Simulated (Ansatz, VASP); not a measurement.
# HfPdSe2 in VASP and in Ansatz

Contents of INCAR:

```
  PREC = Accurate
  ENCUT = 520
  EDIFF = 1E-6
  ISMEAR = 0
  SIGMA = 0.1
  LREAL = F
  LASPH = T
  NELM = 150
  ALGO = Normal
  ISIF = 2
  LWAVE = F
  LCHARG = F
  ISPIN = 2
  MAGMOM = 0 1 0 0
  LORBIT = 11
  LMAXMIX = 4
  GGA = PE
  NBANDS = 28
```

The input KPOINTS:

```
Automatic mesh
0
Gamma
  4 4 4
```

Contents of POSCAR:

```
HfPdSe2
1.0
    4.0259567700      0.0000000000      0.0000000000
    0.0000000000      4.0259567700      0.0000000000
    0.0000000000      0.0000000000      6.8727889300
Hf Pd Se
1 1 2
Direct
    0.5000000000      0.5000000000      0.5000000000
    0.5000000000      0.5000000000      0.0000000000
    0.0000000000      0.0000000000      0.5000000000
    0.0000000000      0.0000000000      0.0000000000
```

Input for Ansatz:

```yaml
crystal:
  lattice:
    - [4.02595677, 0.0, 0.0]
    - [0.0, 4.02595677, 0.0]
    - [0.0, 0.0, 6.87278893]
  atoms:
    - { symbol: Hf, position: [0.5, 0.5, 0.5] }
    - { symbol: Pd, position: [0.5, 0.5, 0.0], spin: 1.0 }
    - { symbol: Se, position: [0.0, 0.0, 0.5] }
    - { symbol: Se, position: [0.0, 0.0, 0.0] }
basis:
  ecutwfc: 420
kpoints:
  mp_grid: { grid: [4, 4, 4] }
hamiltonian:
  xc: pbe
scf:
  occupations: { method: gaussian, width: 0.1 }
  lower_state_search: "off"
output:
  forces: true
  stress: true
  eigenvalues: true
  populations: true
magnetization:
  spin_polarized: true
```

Alike in both runs: task single point; functional PBE; k mesh 4 × 4 × 4; occupations gaussian, width 0.1 eV; collinear spin.

|  | VASP | Ansatz |
| --- | --- | --- |
| version | VASP 6.6.1 | Ansatz 0.2.0 |
| potentials or method | VASP PAW PBE potentials, release 64 (Hf_pv, Pd, Se), cutoff 520 eV | scalar-relativistic, plane waves, PAW |
| valence electrons in the cell | 32 | 76 |

|  | VASP | Ansatz | Ansatz less VASP |
| --- | --- | --- | --- |
| gap on the k mesh at the Fermi level (eV) | none | none | - |
| pressure (GPa) | -13.1 | -12.9 | +0.14 |
| traceless stress, the component that is largest in VASP (GPa) | 5.28 | 5.15 | -0.125 |
| net moment per atom (μB) | 0.01 | 0.00 | -0.007 |

A gap of «none» marks a metal or a gap that the smearing closes. VASP's potentials hold 32 valence electrons a cell and Ansatz's 76, so a difference there can come from the potentials and not from the codes. Ansatz's warnings: seeded moment not kept.

The k mesh is coarse, so the values compare programs but aren't converged. Spin-orbit coupling is off throughout.
